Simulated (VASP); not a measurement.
# Li15S8 (a cell with a defect) in VASP: notebook

Li15S8 (a cell with a defect) is run at these levels: PBE; tasks: single point.

All numbers are computed with VASP 6.6.1; they aren't measurements. Logs are shortened: lines on timing, memory, paths and dates and some standing lists are left out, and cuts for length are marked.

## 1. The cell of the first run

The cell holds a defect, 23 atoms: a = 8.072 Å, b = 8.072 Å, c = 8.072 Å, α = 60.00°, β = 60.00°, γ = 60.00°.

## 2. Single point, PBE

Input file INCAR:

```
PREC = Accurate
ENCUT = 520
EDIFF = 1E-7
ISMEAR = -1
SIGMA = 0.05
LREAL = Auto
LASPH = T
NELM = 100
ALGO = Normal
ISIF = 2
LWAVE = F
LCHARG = F
GGA = PE
NBANDS = 64
NELECT = 94.0
```

Input file KPOINTS:

```
Automatic mesh
0
Gamma
  2 2 2
```

Input file POSCAR:

```
Li15S8
1.0
    0.0000000000      5.7080000000      5.7080000000
    5.7080000000      0.0000000000      5.7080000000
    5.7080000000      5.7080000000      0.0000000000
Li S
15 8
Direct
    0.1140066573      0.1023913805      0.1439821303
    0.1143658024      0.1225648213      0.6208479327
    0.3591100210      0.3760511563      0.8604765242
    0.1213384723      0.6280833917      0.0971093203
    0.3910739313      0.8642519271      0.3791608269
    0.1126138753      0.6300280308      0.5919761738
    0.3838735109      0.8478889278      0.8911790470
    0.5841625788      0.1665907498      0.1438682551
    0.9048615978      0.3420374912      0.3663717589
    0.5845480028      0.1248598458      0.6351962158
    0.8466187807      0.4139628591      0.8456377015
    0.5987999299      0.6372897687      0.1599947442
    0.8574632095      0.8604590049      0.3993693062
    0.6329712684      0.6240714786      0.6107217940
    0.8641468115      0.8767256482      0.8865889979
    0.0304660126     -0.0284162579     -0.0075858444
    0.0087771549     -0.0061142256      0.5010861948
   -0.0204187106      0.5058251577     -0.0066135249
   -0.0033199019      0.5088034338      0.4993430273
    0.5135073581      0.0190259285      0.0126489138
    0.4958128942     -0.0098283111      0.4959530484
    0.5226436580      0.5065434478      0.0030746321
    0.4901103714      0.5002715487      0.5207690960
```

Potentials or basis: VASP PAW PBE potentials, release 64 (Li_sv, S).

The run is started by

```
$ cat potpaw_PBE.64/Li_sv/POTCAR potpaw_PBE.64/S/POTCAR > POTCAR
$ mpirun -np 1 vasp_std > vasp.out
```

OUTCAR:

```text
PREC = Accurate
   ENCUT = 520
   EDIFF = 1E-7
   ISMEAR = -1
   LREAL = Auto
   LASPH = T
   NELM = 100
   ISIF = 2
   GGA = PE
   NELECT = 94.0

 ion  position               nearest neighbor table
   1  0.114  0.102  0.144-  17 2.36  16 2.43  18 2.66  20 2.66
   2  0.114  0.123  0.621-  17 2.34  16 2.47  21 2.51  19 2.55
   3  0.359  0.376  0.860-  23 2.25  20 2.40  18 2.50
   4  0.121  0.628  0.097-  16 2.28  18 2.43  19 2.66  22 2.67
   5  0.391  0.864  0.379-  21 2.29  23 2.41  20 2.43  17 2.52  12 2.55
   6  0.113  0.630  0.592-  19 2.18  17 2.42  23 2.52  13 2.57  18 2.65
   7  0.384  0.848  0.891-  22 2.26  16 2.33  21 2.61
   8  0.584  0.167  0.144-  22 2.27  20 2.33  21 2.36
   9  0.905  0.342  0.366-  17 2.30  18 2.49  19 2.60
  10  0.585  0.125  0.635-  21 2.40  23 2.49  20 2.55
  11  0.847  0.414  0.846-  22 2.16  19 2.30  18 2.47  14 2.56
  12  0.599  0.637  0.160-  23 2.38  22 2.42  18 2.53  20 2.53   5 2.55
  13  0.857  0.860  0.399-  19 2.32  21 2.39  17 2.56   6 2.57  16 2.70
  14  0.633  0.624  0.611-  23 2.36  19 2.40  21 2.42  11 2.56  22 2.60
  15  0.864  0.877  0.887-  20 2.32  16 2.44  18 2.45  17 2.54
  16  0.030  0.972  0.992-   4 2.28   7 2.33   1 2.43  15 2.44   2 2.47  13 2.70
  17  0.009  0.994  0.501-   9 2.30   2 2.34   1 2.36   6 2.42   5 2.52  15 2.54  13 2.56
  18  0.980  0.506  0.993-   4 2.43  15 2.45  11 2.47   9 2.49   3 2.50  12 2.53   6 2.65   1 2.66

  19  0.997  0.509  0.499-   6 2.18  11 2.30  13 2.32  14 2.40   2 2.55   9 2.60   4 2.66
  20  0.514  0.019  0.013-  15 2.32   8 2.33   3 2.40   5 2.43  12 2.53  10 2.55   1 2.66
  21  0.496  0.990  0.496-   5 2.29   8 2.36  13 2.39  10 2.40  14 2.42   2 2.51   7 2.61
  22  0.523  0.507  0.003-  11 2.16   7 2.26   8 2.27  12 2.42  14 2.60   4 2.67
  23  0.490  0.500  0.521-   3 2.25  14 2.36  12 2.38   5 2.41  10 2.49   6 2.52

  LATTYP: Found a face centered cubic cell.
 ALAT       =    11.4160000000

  Lattice vectors:

 A1 = (   0.0000000000,   5.7080000000,   5.7080000000)
 A2 = (   5.7080000000,   0.0000000000,   5.7080000000)
 A3 = (   5.7080000000,   5.7080000000,   0.0000000000)

Analysis of symmetry for initial positions (statically):
=====================================================================
 Subroutine PRICEL returns:
 Original cell was already a primitive cell.

 Routine SETGRP: Setting up the symmetry group for a
 face centered cubic supercell.

 Subroutine GETGRP returns: Found  1 space group operations
 (whereof  1 operations were pure point group operations)
 out of a pool of 48 trial point group operations.

The static configuration has the point symmetry C_1 .

Analysis of symmetry for dynamics (positions and initial velocities):
=====================================================================
 Subroutine PRICEL returns:
 Original cell was already a primitive cell.

 Routine SETGRP: Setting up the symmetry group for a
 face centered cubic supercell.

 Subroutine GETGRP returns: Found  1 space group operations
 (whereof  1 operations were pure point group operations)
 out of a pool of 48 trial point group operations.

The dynamic configuration has the point symmetry C_1 .

 Subroutine INISYM returns: Found  1 space group operations
 (whereof  1 operations are pure point group operations),
 and found     1 'primitive' translations

----------------------------------------------------------------------------------------

                                     Primitive cell

  volume of cell :     371.9477

  direct lattice vectors                    reciprocal lattice vectors
     0.000000000  5.708000000  5.708000000    -0.087596356  0.087596356  0.087596356
     5.708000000  0.000000000  5.708000000     0.087596356 -0.087596356  0.087596356
     5.708000000  5.708000000  0.000000000     0.087596356  0.087596356 -0.087596356

  length of vectors
     8.072331014  8.072331014  8.072331014     0.151721339  0.151721339  0.151721339

  position of ions in fractional coordinates (direct lattice)
     0.114006657  0.102391381  0.143982130
     0.114365802  0.122564821  0.620847933
     0.359110021  0.376051156  0.860476524
     0.121338472  0.628083392  0.097109320
     0.391073931  0.864251927  0.379160827
     0.112613875  0.630028031  0.591976174
[... 15 lines left out ...]
     0.522643658  0.506543448  0.003074632
     0.490110371  0.500271549  0.520769096

  ion indices of the primitive-cell ions
   primitive index   ion index
                 1           1
                 2           2
                 3           3
                 4           4
                 5           5
                 6           6
[... 15 lines left out ...]
                22          22
                23          23

----------------------------------------------------------------------------------------

 KPOINTS: Automatic mesh

Automatic generation of k-mesh.
 Grid dimensions read from file:
 generate k-points for:    2    2    2

 Generating k-lattice:

  Cartesian coordinates                     Fractional coordinates (reciprocal lattice)
    -0.043798178  0.043798178  0.043798178     0.500000000  0.000000000  0.000000000
     0.043798178 -0.043798178  0.043798178     0.000000000  0.500000000  0.000000000
     0.043798178  0.043798178 -0.043798178     0.000000000  0.000000000  0.500000000

  Length of vectors
     0.075860670  0.075860670  0.075860670

  Shift w.r.t. Gamma in fractional coordinates (k-lattice)
     0.000000000  0.000000000  0.000000000

 Subroutine IBZKPT returns following result:
 ===========================================

 Found      8 irreducible k-points:

 Following reciprocal coordinates:
            Coordinates               Weight
  0.000000  0.000000  0.000000      1.000000
  0.500000  0.000000  0.000000      1.000000
  0.000000  0.500000  0.000000      1.000000
  0.000000  0.000000  0.500000      1.000000
  0.500000  0.500000  0.500000      1.000000
  0.500000  0.500000  0.000000      1.000000
  0.000000  0.500000  0.500000      1.000000
  0.500000  0.000000  0.500000      1.000000
   k-points           NKPTS =      8   k-points in BZ     NKDIM =      8   number of bands    NBANDS=     64
   number of dos      NEDOS =    301   number of ions     NIONS =     23
   total plane-waves  NPLWV = 216000
   dimension x,y,z NGX =    60 NGY =   60 NGZ =   60
   dimension x,y,z NGXF=   120 NGYF=  120 NGZF=  120
   ions per type =              15   8
   NGX,Y,Z   is equivalent  to a cutoff of  12.36, 12.36, 12.36 a.u.
   NGXF,Y,Z  is equivalent  to a cutoff of  24.71, 24.71, 24.71 a.u.
 SYSTEM =  unknown system
   PREC   = accura    normal or accurate (medium, high low for compatibility)
   ISTART =      0    job   : 0-new  1-cont  2-samecut
   ICHARG =      2    charge: 1-file 2-atom 10-const
   ISPIN  =      1    spin polarized calculation?
   LNONCOLLINEAR =      F non collinear calculations
   LSORBIT =      F    spin-orbit coupling
   LASPH  =      T    aspherical Exc in radial PAW
   ENCUT  =  520.0 eV  38.22 Ry    6.18 a.u.  15.01 15.01 15.01*2*pi/ulx,y,z
   NELM   =    100;   NELMIN=  2; NELMDL= -5     # of ELM steps
   EDIFF  = 0.1E-06   stopping-criterion for ELM
   LREAL  =      T    real-space projection
   EDIFFG = 0.1E-05   stopping-criterion for IOM
   NSW    =      0    number of steps for IOM
   IBRION =     -1    ionic relax: 0-MD 1-quasi-New 2-CG
   NFREE  =      0    steps in history (QN), initial steepest desc. (CG)
   ISIF   =      2    stress and relaxation
   ISYM   =      2    0-nonsym 1-usesym 2-fastsym
   POTIM  = 0.5000    time-step for ionic-motion
   TEBEG  =    0.0;   TEEND  =   0.0 temperature during run
   PSTRESS=    0.0 pullay stress
   NELECT =      94.0000    total number of electrons
   NUPDOWN=      -1.0000    fix difference up-down
   EMIN   =  10.00;   EMAX   =-10.00  energy-range for DOS
   EFERMI =   0.00;   METHOD = LEGACY
   ISMEAR =    -1;   SIGMA  =   0.05  broadening in eV -4-tet -1-fermi 0-gaus
   EFERMI_NEDOS =   21; number of points for ismear=-14 and -15
   IALGO  =     38    algorithm
   IMIX   =      4    mixing-type and parameters
     AMIX     =   0.40;   BMIX     =  1.00
     AMIX_MAG =   1.60;   BMIX_MAG =  1.00
  volume/ion in A,a.u.               =      16.17       109.13
  Fermi-wavevector in a.u.,A,eV,Ry     =   1.035039  1.955941 14.576006  1.071306
  Thomas-Fermi vector in A             =   2.169363
   LORBIT       =      0    0 simple, 1 ext, 2 COOP (PROOUT), +10 PAW based schemes
   GGA     = PE    functional components
   LHFCALC =     F    Hartree Fock is set to
   AEXX    =    0.0000 exact exchange contribution
   IVDW    =     0    specifies the selected vdW correction
   LEPSILON=     F    determine dielectric tensor
   LRPA    =     F    only Hartree local field effects (RPA)
 non-spin polarized calculation
  energy-cutoff  :      520.00
  volume of cell :      371.95
 maximum number of plane-waves:     10086
   NGX = 29   NGY = 29   NGZ = 29

 number of electron      93.9999994 magnetization

 Free energy of the ion-electron system (eV)
  ---------------------------------------------------
  ext. energy  EPLUGINS =         0.00000000
  ---------------------------------------------------
  free energy    TOTEN  =       -87.90172784 eV

  energy without entropy =      -87.90172784  energy(sigma->0) =      -87.90172784

 E-fermi :   2.7156     XC(G=0):  -8.4105

 val. band max:        1.4472582610   @ k =   0.0000   0.0000   0.0000
 cond. band min:       4.5305032640   @ k =   0.0000   0.0000   0.0000
 fundamental gap:      3.0832450030
 Fermi energy:         2.7155891919

 k-point     1 :       0.0000    0.0000    0.0000
  band No.  band energies     occupation
      1     -43.4317      2.00000
      2     -43.4096      2.00000
      3     -43.3590      2.00000
      4     -43.1405      2.00000
      5     -43.0844      2.00000
      6     -43.0811      2.00000
[... 51 lines left out ...]
     58       7.5541      0.00000
     59       7.5946      0.00000

 k-point     2 :       0.5000    0.0000    0.0000
  band No.  band energies     occupation
      1     -43.4318      2.00000
      2     -43.4096      2.00000
      3     -43.3590      2.00000
      4     -43.1406      2.00000
      5     -43.0844      2.00000
      6     -43.0812      2.00000
[... 367 lines left out ...]
      2     -43.4096      2.00000
      3     -43.3590      2.00000
      4     -43.1406      2.00000
      5     -43.0844      2.00000
      6     -43.0813      2.00000
[... 51 lines left out ...]
     58       7.7761      0.00000
     59       7.8934      0.00000
 [bands above 59 left out]

------------------------ aborting loop because EDIFF is reached ----------------------------------------

  FORCE on cell =-STRESS in cart. coord.  units (eV):
  Direction    XX          YY          ZZ          XY          YZ          ZX
  --------------------------------------------------------------------------------------
  -------------------------------------------------------------------------------------
  Total        8.6974091      8.5819712      8.9228228     -0.5137219      0.1545317      0.6677987
  in kB       37.4643835     36.9671311     38.4353609     -2.2128744      0.6656506      2.8765653
  external PRESSURE =      37.6222919 kB  Pullay stress =       0.0000000 kB

 VOLUME and BASIS-vectors are now :
 -----------------------------------------------------------------------------
  energy-cutoff  :      520.00
  volume of cell :      371.95
      direct lattice vectors                 reciprocal lattice vectors
     0.000000000  5.708000000  5.708000000    -0.087596356  0.087596356  0.087596356
     5.708000000  0.000000000  5.708000000     0.087596356 -0.087596356  0.087596356
     5.708000000  5.708000000  0.000000000     0.087596356  0.087596356 -0.087596356

 POSITION                                       TOTAL-FORCE (eV/Angst)
 -----------------------------------------------------------------------------------
      1.40630      1.47260      1.23520        -0.256046     -0.261492      0.326957
      4.24340      4.19660      1.35240         0.224040      0.510474      0.486728
      7.05810      6.96140      4.19630         0.424197      0.228378      0.006176
      4.13940      1.24690      4.27770         0.036587      0.714618     -0.113777
      7.09740      4.39650      7.16540         0.212181     -0.102177     -0.200177
      6.97520      4.02180      4.23900         0.191849      0.960827      0.507512
[... 15 lines left out ...]
      2.90890      3.00080      5.87460         0.230667     -1.008216     -0.646880
      5.82810      5.77010      5.65310        -0.452401     -0.105453      0.284313
 -----------------------------------------------------------------------------------
    total drift:                               -0.008489     -0.016359     -0.002934

  FREE ENERGIE OF THE ION-ELECTRON SYSTEM (eV)
  ---------------------------------------------------
  free  energy   TOTEN  =       -87.9017278406 eV

  energy  without entropy=      -87.9017278406  energy(sigma->0) =      -87.90172784
```

Run time: 4.4 min. Hardware: 1 thread of Intel Xeon Platinum 8488C (Sapphire Rapids), shared host; peak memory 0.51 GiB.

What came out:

```
Free energy   : -87.9017 eV
Largest force : 1.399 eV/Å
```

Forces on the atoms (eV/Å):
```
Li  -0.256 -0.261  0.327
Li   0.224  0.510  0.487
Li   0.424  0.228  0.006
Li   0.037  0.715 -0.114
Li   0.212 -0.102 -0.200
Li   0.192  0.961  0.508
Li  -0.044 -0.302  0.310
Li   0.017  0.357  0.057
Li   0.686 -0.497  0.150
Li   0.032 -0.140  0.398
Li  -0.276  0.883  0.222
Li  -0.514  0.072 -0.136
Li  -0.144 -0.419  0.304
Li   0.178  0.033 -0.269
Li  -0.164  0.049  0.177
S    0.809 -0.448  0.082
S   -0.123 -0.300 -0.506
S   -0.087  0.575  0.093
S   -0.968 -0.695 -0.731
S   -0.456 -0.767 -0.861
S    0.443  0.660  0.059
S    0.231 -1.008 -0.647
S   -0.452 -0.105  0.284
```

Levels at points of the mesh, in eV from the Fermi level:
| k point | band 44 | band 45 | band 46 | band 47 | band 48 | band 49 | band 50 | band 51 |
| --- | --- | --- | --- | --- | --- | --- | --- | --- |
| (0.00, 0.00, 0.00) | -1.70 | -1.44 | -1.28 | -1.27 | 1.81 | 1.98 | 2.09 | 2.65 |
| (0.50, 0.00, 0.00) | -1.86 | -1.67 | -1.58 | -1.38 | 3.08 | 3.27 | 3.42 | 3.47 |
| (0.00, 0.50, 0.00) | -1.90 | -1.68 | -1.44 | -1.40 | 3.14 | 3.24 | 3.30 | 3.33 |
| (0.00, 0.00, 0.50) | -1.77 | -1.61 | -1.58 | -1.44 | 3.18 | 3.23 | 3.37 | 3.41 |
| (0.50, 0.50, 0.50) | -1.96 | -1.64 | -1.52 | -1.40 | 3.16 | 3.26 | 3.33 | 3.40 |
| (0.50, 0.50, 0.00) | -1.97 | -1.83 | -1.72 | -1.52 | 3.14 | 3.32 | 3.81 | 3.94 |
| (0.00, 0.50, 0.50) | -1.89 | -1.83 | -1.69 | -1.63 | 3.19 | 3.28 | 3.90 | 3.93 |
| (0.50, 0.00, 0.50) | -1.98 | -1.82 | -1.68 | -1.60 | 3.11 | 3.35 | 3.77 | 3.88 |

Caveat: the k points lie up to 0.48 Å⁻¹ apart; the cell carries a net charge on a neutralising background, which shifts energy and pressure; the cell is charged against a uniform background, so pressure and absolute levels hang on convention; the cutoff is under 1.25 times the usual one of these potentials, so pressure, stress and relaxed cells hold a basis-set (Pulay) error.

(Continued in part 2 of 2.)
